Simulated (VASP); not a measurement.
Set up this calculation in VASP 6.6.1, as the native input.

| Property | Result |
| --- | --- |
| Task | single point |
| Functional | PBE |
| Potentials or basis | VASP PAW PBE potentials, release 64 (Hf_pv, C) |
| Cutoff | 520 eV |
| k mesh | 16 × 16 × 16 |
| Occupations | gaussian, width 0.1 eV |
| Spin | no spin polarisation |
| Dipole correction | no |
| Further INCAR settings | ALGO = Normal; EDIFF = 1e-07; NBANDS = 14 |

The structure of HfC lies in POSCAR:

```
HfC
1.0
    0.0000000000      2.2287257989      2.2287257989
    2.2287257989      0.0000000000      2.2287257989
    2.2287257989      2.2287257989      0.0000000000
Hf C
1 1
Direct
    0.5000000000      0.5000000000      0.5000000000
    0.0000000000      0.0000000000      0.0000000000
```

This cell differs from its parent crystal: volume scaled by 0.88.

The input as run:

INCAR

```
ALGO = Normal
EDIFF = 1E-7
ENCUT = 520
GGA = PE
ISIF = 2
ISMEAR = 0
LASPH = T
LCHARG = F
LREAL = F
LWAVE = F
NBANDS = 14
NELM = 80
PREC = Accurate
SIGMA = 0.1
```

KPOINTS

```
k-points
0
Gamma
  16 16 16
```

Potentials or basis: VASP PAW PBE potentials, release 64 (Hf_pv, C).

Launch:

```bash
$ cat potpaw_PBE.64/Hf_pv/POTCAR potpaw_PBE.64/C/POTCAR > POTCAR
$ mpirun -np 1 vasp_std > vasp.out
```

It gave:

| Quantity | Value |
| --- | --- |
| Pressure | 38.4 GPa |
| Band gap on the k mesh | zero (band 7 reaches 8.04 eV, above the bottom of band 8 at 6.54 eV) |

Caveat: spin-orbit coupling is left out, which moves the levels of the heavy elements.

Wall time 30 s on 1 thread of Intel(R) Xeon(R) Platinum 8259CL CPU @ 2.50GHz (Skylake/Cascade Lake), with other jobs on the host, peak memory 0.17 GiB.
